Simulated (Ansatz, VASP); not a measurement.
## One calculation of Ta2Al5, two programs

Contents of INCAR:

```
ALGO = Fast
EDIFF = 1E-6
ENCUT = 520
GGA = PE
ISIF = 2
ISMEAR = 0
LASPH = True
LCHARG = False
LREAL = False
LWAVE = False
NBANDS = 28
NELM = 60
PREC = Accurate
SIGMA = 0.2
```

Contents of KPOINTS:

```
k-points
0
Gamma
  8 4 4
```

Contents of POSCAR:

```
Ta2Al5
1.0
    0.0000000000      0.0000000000      2.8601582897
    3.5943170300     -5.9013997760      0.0000000000
    3.5943170300      5.9013997760      0.0000000000
Ta Al
2 5
Direct
    0.5000000000      0.7111571872      0.2888428128
    0.5000000000      0.2888428128      0.7111571872
    0.0000000000      0.3034219300      0.0684218412
    0.0000000000      0.6965780700      0.9315781588
    0.0000000000      0.9315781588      0.6965780700
    0.0000000000      0.0684218412      0.3034219300
    0.0000000000      0.5000000000      0.5000000000
```

Input for Ansatz:

```yaml
crystal:
  lattice:
    - [0.0, 0.0, 2.8601582897]
    - [3.59431703, -5.901399776, 0.0]
    - [3.59431703, 5.901399776, 0.0]
  atoms:
    - { symbol: Ta, position: [0.5, 0.7111571872, 0.2888428128] }
    - { symbol: Ta, position: [0.5, 0.2888428128, 0.7111571872] }
    - { symbol: Al, position: [0.0, 0.30342193, 0.0684218412] }
    - { symbol: Al, position: [0.0, 0.69657807, 0.9315781588] }
    - { symbol: Al, position: [0.0, 0.9315781588, 0.69657807] }
    - { symbol: Al, position: [0.0, 0.0684218412, 0.30342193] }
    - { symbol: Al, position: [0.0, 0.5, 0.5] }
basis:
  ecutwfc: 420
kpoints:
  mp_grid: { grid: [8, 4, 4] }
hamiltonian:
  xc: pbe
scf:
  occupations: { method: gaussian, width: 0.2 }
  lower_state_search: "off"
output:
  forces: true
  stress: true
  eigenvalues: true
```

Alike in both runs: task single point; functional PBE; k mesh 8 × 4 × 4; occupations gaussian, width 0.2 eV; no spin polarisation.

|  | VASP | Ansatz |
| --- | --- | --- |
| version | VASP 6.6.1 | Ansatz 0.2.0 |
| potentials or method | VASP PAW PBE potentials, release 64 (Ta_pv, Al), cutoff 520 eV | scalar-relativistic, plane waves, PAW |
| valence electrons in the cell | 37 | 41 |

Ansatz gave:

* gap on the k mesh at the Fermi level (eV): none
* pressure (GPa): 0.1
* traceless stress, the component that is largest in VASP (GPa): 1.04
* rms of the force components (eV/Å): 0.042

**Question.** Estimate VASP's values.

**Answer.** gap on the k mesh at the Fermi level (eV): none; pressure (GPa): 0.1; traceless stress, the component that is largest in VASP (GPa): 1.04; rms of the force components (eV/Å): 0.040.

Atom by atom the forces differ by 0.002 eV/Å (rms over components). A gap of «none» marks a metal or a gap that the smearing closes. With one functional, cell and mesh, what is left measures potentials, basis and numerics. VASP's potentials hold 37 valence electrons a cell and Ansatz's 41, so a difference there can come from the potentials and not from the codes.

Spin-orbit coupling is off throughout.
